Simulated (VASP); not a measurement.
HgTe, 2 atoms in the cell. The structure is cubic, space group Fm-3m (No. 225). Conventional cell: a = 6.402 Å, b = 6.402 Å, c = 6.402 Å, α = 90.00°, β = 90.00°, γ = 90.00°. Within 4.2 Å of Hg (site symmetry m-3m) lie 6 Te at 3.20 Å. Within 4.2 Å of Te (site symmetry m-3m) lie 6 Hg at 3.20 Å. 

```yaml
Program: VASP 6.6.1
Task: single point
Functional: r2SCAN
Potentials_or_basis: VASP PAW PBE potentials, release 64 (Hg, Te)
Cutoff: 520 eV
k_mesh: 7 × 7 × 7
Occupations: fermi-dirac, width 0.05 eV
Spin: no spin polarisation
Dipole_correction: no
Further_INCAR_settings: ALGO = Normal; EDIFF = 1e-07; NBANDS = 16
```

Potentials or basis: VASP PAW PBE potentials, release 64 (Hg, Te).

Run with:

```bash
$ cat potpaw_PBE.64/Hg/POTCAR potpaw_PBE.64/Te/POTCAR > POTCAR
$ cp INCAR.step1 INCAR
$ mpirun -np 1 vasp_std > vasp.out
$ cp INCAR.step2 INCAR
$ mpirun -np 1 vasp_std > vasp.out
```

Hardware: 1 thread of Intel(R) Xeon(R) Platinum 8259CL CPU @ 2.50GHz (Skylake/Cascade Lake) (shared host).

Question: Estimate the wall time of this run.

Answer: It took 77 s on 1 thread of Intel(R) Xeon(R) Platinum 8259CL CPU @ 2.50GHz (Skylake/Cascade Lake), with other jobs on the host, peak memory 0.22 GiB. Counts: k points 20.
